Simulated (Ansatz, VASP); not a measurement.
Two plane-wave programs on MnPt2

```
CELL_PARAMETERS angstrom
5.08142 0.00000 0.00000
0.00000 5.08142 0.00000
0.00000 0.00000 5.08142
ATOMIC_POSITIONS crystal
Mn 0.00000 0.00000 0.00000
Mn 0.50000 0.50000 0.50000
Pt 0.25000 0.25000 0.25000
Pt 0.25000 0.75000 0.75000
Pt 0.75000 0.75000 0.25000
Pt 0.75000 0.25000 0.75000
```

Alike in both runs: functional r2SCAN; k mesh 4 × 4 × 4; occupations gaussian, width 0.1 eV; collinear spin.

Ansatz relaxed the structure, and its values are those at the end. VASP's run is a single point on that final structure, the one shown.

```csv
,VASP,Ansatz
version,VASP 6.6.1,Ansatz 0.2.0
potentials or method,"VASP PAW PBE potentials, release 64 (Mn_pv, Pt), cutoff 520 eV","scalar-relativistic, plane waves, PAW"
valence electrons in the cell,66,102
```

VASP gave:

```
gap on the k mesh at the Fermi level (eV) : none
pressure (GPa)                            : 0.4
net moment per atom (μB)                  : 0.00
```

Task: Which values does Ansatz return?

Result: gap on the k mesh at the Fermi level (eV): none; pressure (GPa): 0.0; net moment per atom (μB): 0.00.

VASP's potentials were made for PBE, not for r2SCAN. A gap of «none» marks a metal or a gap that the smearing closes. With one functional, cell and mesh, what is left measures potentials, basis and numerics. VASP's potentials hold 66 valence electrons a cell and Ansatz's 102, so a difference there can come from the potentials and not from the codes. Ansatz's warnings: lower free energy seen, seeded moment not kept, spin hold released.

Neither program's run includes spin-orbit coupling.
